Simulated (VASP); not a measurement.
# HC12 in VASP: further runs

The runs below take HC12 through single point, with PBE.

All numbers are computed with VASP 6.6.1; they aren't measurements. Logs are shortened: lines on timing, memory, paths and dates and some standing lists are left out, and cuts for length are marked.

## 1. The cell of the first run

The cell holds a slab with vacuum, 26 atoms: a = 5.051 Å, b = 5.051 Å, c = 22.375 Å, α = 90.00°, β = 90.00°, γ = 90.00°.

## 2. Single point, PBE

INCAR

```
ALGO = Normal
DIPOL = 0.5 0.5 0.291
EDIFF = 1E-6
ENCUT = 520
GGA = PE
IDIPOL = 3
ISIF = 2
ISMEAR = 0
LASPH = T
LCHARG = F
LDIPOL = T
LREAL = Auto
LWAVE = F
NBANDS = 68
NELM = 80
PREC = Accurate
SIGMA = 0.05
```

KPOINTS

```
k-points
0
Gamma
  5 5 1
```

POSCAR

```
HC12
1.0
    5.0509324483      0.0000000000      0.0000000000
    0.0000000000      5.0509324483      0.0000000000
    0.0000000000      0.0000000000     22.3754933530
C H
24 2
Direct
    0.0000000000      0.2500000000      0.1787670080
    0.0000000000      0.7500000000      0.1787670080
    0.5000000000      0.2500000000      0.1787670080
    0.5000000000      0.7500000000      0.1787670080
    0.0000000000      0.0000000000      0.2186716990
    0.0000000000      0.5000000000      0.2186716990
    0.5000000000      0.0000000000      0.2186716990
    0.5000000000      0.5000000000      0.2186716990
    0.2500000000      0.0000000000      0.2585763899
    0.2500000000      0.5000000000      0.2585763899
    0.7500000000      0.0000000000      0.2585763899
    0.7500000000      0.5000000000      0.2585763899
    0.2500000000      0.2500000000      0.2976014419
    0.2500000000      0.7500000000      0.2976014419
    0.7500000000      0.2500000000      0.2976014419
    0.7500000000      0.7500000000      0.2976014419
    0.0000000000      0.2500000000      0.3394883053
    0.0000000000      0.7500000000      0.3394883053
    0.5000000000      0.2500000000      0.3394883053
    0.5000000000      0.7500000000      0.3394883053
    0.0000000000      0.0000000000      0.3743154719
    0.0000000000      0.5000000000      0.3743154719
    0.5000000000      0.0000000000      0.3743154719
    0.5000000000      0.5000000000      0.3743154719
    0.9257562829      0.3750000000      0.4516322029
    1.0742437171      0.3750000000      0.4516322029
```

Potentials or basis: VASP PAW PBE potentials, release 64 (C, H).

On the command line:

```
$ cat potpaw_PBE.64/C/POTCAR potpaw_PBE.64/H/POTCAR > POTCAR
$ mpirun -np 1 vasp_std > vasp.out
```

OUTCAR:

```text
EDIFF = 1E-6
   ENCUT = 520
   GGA = PE
   ISIF = 2
   ISMEAR = 0
   LASPH = T
   LREAL = Auto
   NELM = 80
   PREC = Accurate

 ion  position               nearest neighbor table
   1  0.000  0.250  0.179-   5 1.55   6 1.55
   2  0.000  0.750  0.179-   5 1.55   6 1.55
   3  0.500  0.250  0.179-   7 1.55   8 1.55
   4  0.500  0.750  0.179-   7 1.55   8 1.55
   5  0.000  0.000  0.219-   9 1.55  11 1.55   1 1.55   2 1.55
   6  0.000  0.500  0.219-  10 1.55  12 1.55   1 1.55   2 1.55
   7  0.500  0.000  0.219-   9 1.55  11 1.55   3 1.55   4 1.55
   8  0.500  0.500  0.219-  10 1.55  12 1.55   3 1.55   4 1.55
   9  0.250  0.000  0.259-  13 1.54  14 1.54   5 1.55   7 1.55
  10  0.250  0.500  0.259-  13 1.54  14 1.54   6 1.55   8 1.55
[... 8 lines left out ...]
  19  0.500  0.250  0.339-  23 1.48  24 1.48  13 1.57  15 1.57
  20  0.500  0.750  0.339-  23 1.48  24 1.48  14 1.57  16 1.57
  21  0.000  0.000  0.374-  17 1.48  18 1.48
  22  0.000  0.500  0.374-  17 1.48  18 1.48
  23  0.500  0.000  0.374-  19 1.48  20 1.48
  24  0.500  0.500  0.374-  19 1.48  20 1.48
  25  0.926  0.375  0.452-  26 0.75
  26  0.074  0.375  0.452-  25 0.75

  LATTYP: Found a simple tetragonal cell.
 ALAT       =     5.0509324483
 C/A-ratio  =     4.4299727985

  Lattice vectors:

 A1 = (   5.0509324483,   0.0000000000,   0.0000000000)
 A2 = (   0.0000000000,   5.0509324483,   0.0000000000)
 A3 = (   0.0000000000,   0.0000000000,  22.3754933530)

Analysis of symmetry for initial positions (statically):
=====================================================================
 Subroutine PRICEL returns:
 Original cell was already a primitive cell.

 Routine SETGRP: Setting up the symmetry group for a
 simple tetragonal supercell.

 Subroutine GETGRP returns: Found  2 space group operations
 (whereof  2 operations were pure point group operations)
 out of a pool of 16 trial point group operations.

The static configuration has the point symmetry C_1h.

Analysis of symmetry for dynamics (positions and initial velocities):
=====================================================================
 Subroutine PRICEL returns:
 Original cell was already a primitive cell.

 Routine SETGRP: Setting up the symmetry group for a
 simple tetragonal supercell.

 Subroutine GETGRP returns: Found  2 space group operations
 (whereof  2 operations were pure point group operations)
 out of a pool of 16 trial point group operations.

The dynamic configuration has the point symmetry C_1h.

 Subroutine INISYM returns: Found  2 space group operations
 (whereof  2 operations are pure point group operations),
 and found     1 'primitive' translations

----------------------------------------------------------------------------------------

                                     Primitive cell

  volume of cell :     570.8418

  direct lattice vectors                    reciprocal lattice vectors
     5.050932448  0.000000000  0.000000000     0.197983246  0.000000000  0.000000000
     0.000000000  5.050932448  0.000000000     0.000000000  0.197983246  0.000000000
     0.000000000  0.000000000 22.375493353     0.000000000  0.000000000  0.044691752

  length of vectors
     5.050932448  5.050932448 22.375493353     0.197983246  0.197983246  0.044691752

  position of ions in fractional coordinates (direct lattice)
     0.000000000  0.250000000  0.178767008
     0.000000000  0.750000000  0.178767008
     0.500000000  0.250000000  0.178767008
     0.500000000  0.750000000  0.178767008
     0.000000000  0.000000000  0.218671699
     0.000000000  0.500000000  0.218671699
[... 18 lines left out ...]
     0.925756283  0.375000000  0.451632203
     0.074243717  0.375000000  0.451632203

  ion indices of the primitive-cell ions
   primitive index   ion index
                 1           1
                 2           2
                 3           3
                 4           4
                 5           5
                 6           6
[... 18 lines left out ...]
                25          25
                26          26

----------------------------------------------------------------------------------------

 KPOINTS: k-points

Automatic generation of k-mesh.
 Grid dimensions read from file:
 generate k-points for:    5    5    1

 Generating k-lattice:

  Cartesian coordinates                     Fractional coordinates (reciprocal lattice)
     0.039596649  0.000000000  0.000000000     0.200000000  0.000000000  0.000000000
     0.000000000  0.039596649  0.000000000     0.000000000  0.200000000  0.000000000
     0.000000000  0.000000000  0.044691752     0.000000000  0.000000000  1.000000000

  Length of vectors
     0.039596649  0.039596649  0.044691752

  Shift w.r.t. Gamma in fractional coordinates (k-lattice)
     0.000000000  0.000000000  0.000000000

 Subroutine IBZKPT returns following result:
 ===========================================

 Found      9 irreducible k-points:

 Following reciprocal coordinates:
            Coordinates               Weight
  0.000000  0.000000  0.000000      1.000000
  0.200000  0.000000  0.000000      2.000000
  0.000000  0.200000  0.000000      2.000000
  0.400000  0.000000  0.000000      2.000000
  0.000000  0.400000  0.000000      2.000000
  0.200000  0.200000  0.000000      4.000000
  0.400000  0.200000  0.000000      4.000000
 -0.200000  0.400000  0.000000      4.000000
  0.400000  0.400000  0.000000      4.000000
   k-points           NKPTS =      9   k-points in BZ     NKDIM =      9   number of bands    NBANDS=     68
   number of dos      NEDOS =    301   number of ions     NIONS =     26
   total plane-waves  NPLWV = 268800
   dimension x,y,z NGX =    40 NGY =   40 NGZ =  168
   dimension x,y,z NGXF=    80 NGYF=   80 NGZF=  336
   ions per type =              24   2
   NGX,Y,Z   is equivalent  to a cutoff of  13.17, 13.17, 12.48 a.u.
   NGXF,Y,Z  is equivalent  to a cutoff of  26.33, 26.33, 24.96 a.u.
 SYSTEM =  unknown system
   PREC   = accura    normal or accurate (medium, high low for compatibility)
   ISTART =      0    job   : 0-new  1-cont  2-samecut
   ICHARG =      2    charge: 1-file 2-atom 10-const
   ISPIN  =      1    spin polarized calculation?
   LNONCOLLINEAR =      F non collinear calculations
   LSORBIT =      F    spin-orbit coupling
   LASPH  =      T    aspherical Exc in radial PAW
   ENCUT  =  520.0 eV  38.22 Ry    6.18 a.u.   9.39  9.39 41.60*2*pi/ulx,y,z
   NELM   =     80;   NELMIN=  2; NELMDL= -5     # of ELM steps
   EDIFF  = 0.1E-05   stopping-criterion for ELM
   LREAL  =      T    real-space projection
   EDIFFG = 0.1E-04   stopping-criterion for IOM
   NSW    =      0    number of steps for IOM
   IBRION =     -1    ionic relax: 0-MD 1-quasi-New 2-CG
   NFREE  =      0    steps in history (QN), initial steepest desc. (CG)
   ISIF   =      2    stress and relaxation
   ISYM   =      2    0-nonsym 1-usesym 2-fastsym
   POTIM  = 0.5000    time-step for ionic-motion
   TEBEG  =    0.0;   TEEND  =   0.0 temperature during run
   PSTRESS=    0.0 pullay stress
   NELECT =      98.0000    total number of electrons
   NUPDOWN=      -1.0000    fix difference up-down
   EMIN   =  10.00;   EMAX   =-10.00  energy-range for DOS
   EFERMI =   0.00;   METHOD = LEGACY
   ISMEAR =     0;   SIGMA  =   0.05  broadening in eV -4-tet -1-fermi 0-gaus
   EFERMI_NEDOS =   21; number of points for ismear=-14 and -15
   IALGO  =     38    algorithm
   IMIX   =      4    mixing-type and parameters
     AMIX     =   0.40;   BMIX     =  1.00
     AMIX_MAG =   1.60;   BMIX_MAG =  1.00
  volume/ion in A,a.u.               =      21.96       148.16
  Fermi-wavevector in a.u.,A,eV,Ry     =   0.909868  1.719401 11.263710  0.827859
  Thomas-Fermi vector in A             =   2.033963
   LORBIT       =      0    0 simple, 1 ext, 2 COOP (PROOUT), +10 PAW based schemes
   GGA     = PE    functional components
   LHFCALC =     F    Hartree Fock is set to
   AEXX    =    0.0000 exact exchange contribution
   IVDW    =     0    specifies the selected vdW correction
   LEPSILON=     F    determine dielectric tensor
   LRPA    =     F    only Hartree local field effects (RPA)
 non-spin polarized calculation
 Gauss-broadening in eV      SIGMA  =   0.05
  energy-cutoff  :      520.00
  volume of cell :      570.84
 maximum number of plane-waves:     15407
 NGX is ok and might be reduce to    40
   NGX = 19   NGY = 19   NGZ = 83

 dipolmoment           0.000000      0.000000      0.186628 electrons x Angstroem

 number of electron      98.0000009 magnetization

 dipolmoment           0.000000      0.000000     -0.234280 electrons x Angstroem

 Free energy of the ion-electron system (eV)
  ---------------------------------------------------
  ext. energy  EPLUGINS =         0.00000000
  ---------------------------------------------------
  free energy    TOTEN  =      -197.60452081 eV

  energy without entropy =     -197.59687048  energy(sigma->0) =     -197.60069564

 E-fermi :  -2.6453     XC(G=0):  -4.3129

 val. band max:       -2.6497637463   @ k =   0.0000   0.2000   0.0000
 cond. band min:      -2.6383364065   @ k =   0.0000   0.0000   0.0000
 fundamental gap:      0.0114273398
 Fermi energy:        -2.6452995151

 k-point     1 :       0.0000    0.0000    0.0000
  band No.  band energies     occupation
      1     -23.5217      2.00000
      2     -20.8663      2.00000
      3     -19.3529      2.00000
      4     -19.3351      2.00000
      5     -19.1964      2.00000
      6     -19.1101      2.00000
[... 53 lines left out ...]
     60       2.8842      0.00000
     61       3.4887      0.00000

 k-point     2 :       0.2000    0.0000    0.0000
  band No.  band energies     occupation
      1     -23.3406      2.00000
      2     -20.7304      2.00000
      3     -20.6649      2.00000
      4     -19.1651      2.00000
      5     -19.0231      2.00000
      6     -18.4929      2.00000
[... 437 lines left out ...]
     60       4.1601      0.00000
     61       4.2559      0.00000

 k-point     9 :       0.4000    0.4000    0.0000
  band No.  band energies     occupation
      1     -22.0844      2.00000
      2     -21.2101      2.00000
      3     -21.1899      2.00000
      4     -20.3259      2.00000
      5     -19.5305      2.00000
      6     -18.7598      2.00000
[... 53 lines left out ...]
     60       4.2314      0.00000
     61       4.6661      0.00000
 [bands above 61 left out]

------------------------ aborting loop because EDIFF is reached ----------------------------------------

 vacuum level on the upper side and lower side of the slab       (xc-potential included)        -0.925         0.689

  FORCE on cell =-STRESS in cart. coord.  units (eV):
  Direction    XX          YY          ZZ          XY          YZ          ZX
  --------------------------------------------------------------------------------------
  -------------------------------------------------------------------------------------
  Total      -23.2591701     -2.9659473     -6.0108777      0.0000000     -0.2843157      0.0000000
  in kB      -65.2813394     -8.3245022    -16.8706856      0.0000000     -0.7979867      0.0000000
  external PRESSURE =     -30.1588424 kB  Pullay stress =       0.0000000 kB

 VOLUME and BASIS-vectors are now :
 -----------------------------------------------------------------------------
  energy-cutoff  :      520.00
  volume of cell :      570.84
      direct lattice vectors                 reciprocal lattice vectors
     5.050932448  0.000000000  0.000000000     0.197983246  0.000000000  0.000000000
     0.000000000  5.050932448  0.000000000     0.000000000  0.197983246  0.000000000
     0.000000000  0.000000000 22.375493353     0.000000000  0.000000000  0.044691752

 POSITION                                       TOTAL-FORCE (eV/Angst)
 -----------------------------------------------------------------------------------
      0.00000      1.26273      4.00000         0.000000      0.017416      2.161130
      0.00000      3.78820      4.00000         0.000000     -0.019918      2.169605
      2.52547      1.26273      4.00000         0.000000      0.025378      2.115450
      2.52547      3.78820      4.00000         0.000000     -0.024652      2.095196
      0.00000      0.00000      4.89289         0.000000      0.004705     -2.629351
      0.00000      2.52547      4.89289         0.000000      0.000244     -2.604678
[... 18 lines left out ...]
      4.67593      1.89410     10.10549        -1.095521     -0.065166      0.094141
      0.37500      1.89410     10.10549         1.095521     -0.065166      0.094141
 -----------------------------------------------------------------------------------
    total drift:                                0.000000      0.000016      0.044715

  FREE ENERGIE OF THE ION-ELECTRON SYSTEM (eV)
  ---------------------------------------------------
  free  energy   TOTEN  =      -197.6045208051 eV

  energy  without entropy=     -197.5968704773  energy(sigma->0) =     -197.60069564

 vacuum level on the upper side and lower side of the slab         3.095         4.748
```

Run time: 7.4 min. Hardware: 1 thread of Intel Xeon 6975P-C (Granite Rapids), shared host; peak memory 0.65 GiB.

Results:

```
Free energy            : -197.6045 eV
Largest force          : 2.629 eV/Å
Band gap on the k mesh : zero (band 49 reaches -2.54 eV, above the bottom of band 50 at -2.74 eV)
```

Forces on the atoms (eV/Å):
```
C    0.000  0.017  2.161
C    0.000 -0.020  2.170
C    0.000  0.025  2.115
C    0.000 -0.025  2.095
C    0.000  0.005 -2.629
C    0.000  0.000 -2.605
C    0.000 -0.042 -2.394
C    0.000  0.026 -2.466
C    0.044  0.032  0.286
C    0.161 -0.018  0.289
C   -0.044  0.032  0.286
C   -0.161 -0.018  0.289
C    0.177  0.052  0.046
C    0.134 -0.097  0.106
C   -0.177  0.052  0.046
C   -0.134 -0.097  0.106
C    0.000 -0.205  0.496
C    0.000  0.454  0.443
C    0.000  0.031 -0.311
C    0.000 -0.044  0.027
C    0.000  0.099  0.225
C    0.000 -0.175 -0.984
C    0.000  0.167 -0.076
C    0.000 -0.123  0.088
H   -1.096 -0.065  0.094
H    1.096 -0.065  0.094
```

Levels at points of the mesh, in eV from the Fermi level:
```
           k point  band 46  band 47  band 48  band 49  band 50  band 51  band 52  band 53
(0.00, 0.00, 0.00)    -1.21    -0.72    -0.44    -0.22    -0.09     0.01     0.47     0.91
```

## 3. Single point, PBE

INCAR

```
PREC = Accurate
ENCUT = 520
EDIFF = 1E-6
ISMEAR = 0
SIGMA = 0.05
LREAL = Auto
LASPH = True
NELM = 60
ALGO = Normal
ISIF = 2
LWAVE = False
LCHARG = False
LDIPOL = True
IDIPOL = 3
DIPOL = 0.5 0.5 0.294
GGA = PE
NBANDS = 68
```

KPOINTS

```
regular mesh
0
Gamma
  5 5 1
```

POSCAR, as its differences from that of step 2:

```diff
@@ -32,3 +32,3 @@
     0.5000000000      0.5000000000      0.3743154719
-    0.9257562829      0.3750000000      0.4516322029
-    1.0742437171      0.3750000000      0.4516322029
+    0.9257562829      0.3750000000      0.4905140271
+    1.0742437171      0.3750000000      0.4905140271
```

Potentials or basis: VASP PAW PBE potentials, release 64 (C, H).

On the command line:

```
$ cat potpaw_PBE.64/C/POTCAR potpaw_PBE.64/H/POTCAR > POTCAR
$ mpirun -np 1 vasp_std > vasp.out
```

Wall time 7 min (1 thread of Intel Xeon 6975P-C (Granite Rapids), shared host); peak memory 0.65 GiB.

The run converged. Its results:

```yaml
Free_energy: -197.8346 eV
Largest_force: 2.625 eV/Å
Band_gap_on_the_k_mesh: zero (band 49 reaches -3.07 eV, above the bottom of band 50 at -3.16 eV)
```

Forces in eV/Å, atoms in the order of the input:
```
C    0.000 -0.001  2.219
C    0.000  0.001  2.223
C    0.000  0.004  2.195
C    0.000 -0.004  2.193
C    0.000  0.000 -2.625
C    0.000  0.000 -2.619
C    0.000 -0.001 -2.556
C    0.000  0.001 -2.565
C    0.027  0.001  0.346
C    0.046 -0.001  0.346
C   -0.027  0.001  0.346
C   -0.046 -0.001  0.346
C    0.087  0.006  0.026
C    0.069 -0.005  0.029
C   -0.087  0.006  0.026
C   -0.069 -0.005  0.029
C    0.000 -0.019  0.138
C    0.000  0.026  0.070
C    0.000  0.014 -0.123
C    0.000 -0.016 -0.058
C    0.000 -0.029 -0.009
C    0.000  0.052 -0.226
C    0.000  0.025  0.036
C    0.000 -0.016  0.058
H   -0.038 -0.019  0.077
H    0.038 -0.019  0.077
```

Levels at points of the mesh, in eV from the Fermi level:
```csv
k point,band 47,band 48,band 49,band 50,band 51,band 52
"(0.00, 0.00, 0.00)",-0.77,-0.20,-0.20,-0.03,0.22,0.43
```
